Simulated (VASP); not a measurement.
Runs of VASP 6.6.1 on Mg. The structure is that of space group P6_3/mmc (No. 194), or close to it. The cells are those of the table. 

| task | cell | k mesh | gap on the mesh (eV) | pressure (GPa) | relaxed volume (Å³/atom) |
| --- | --- | --- | --- | --- | --- |
| relaxation of cell and atoms | relaxed from a = 3.209, b = 3.209, c = 5.210 Å, angles 90.0, 90.0, 120.0°, 2 atoms | 7 × 7 × 4 | none | -0.1 | 21.65 |
| single point | a = 3.088, b = 3.088, c = 5.276 Å, angles 90.0, 90.0, 120.0°, 2 atoms | 7 × 7 × 4 | none | -0.3 | - |
| relaxation of cell and atoms | relaxed from a = 3.088, b = 3.088, c = 5.276 Å, angles 90.0, 90.0, 120.0°, 2 atoms | 8 × 8 × 4 | none | 0.0 | (a) |
| single point | a = 3.121, b = 3.121, c = 5.123 Å, angles 90.0, 90.0, 120.0°, 2 atoms | 8 × 8 × 4 | none | -0.3 | - |

Alike in all rows: level LDA; potentials or basis VASP PAW LDA potentials, release 64 (Mg); no spin polarisation; cutoff (eV) 600; smearing fermi-dirac 0.05 eV.

Task: Estimate the missing entries.

Result: (a) 21.44.

A gap of «none» marks levels without a gap at the run's occupations.
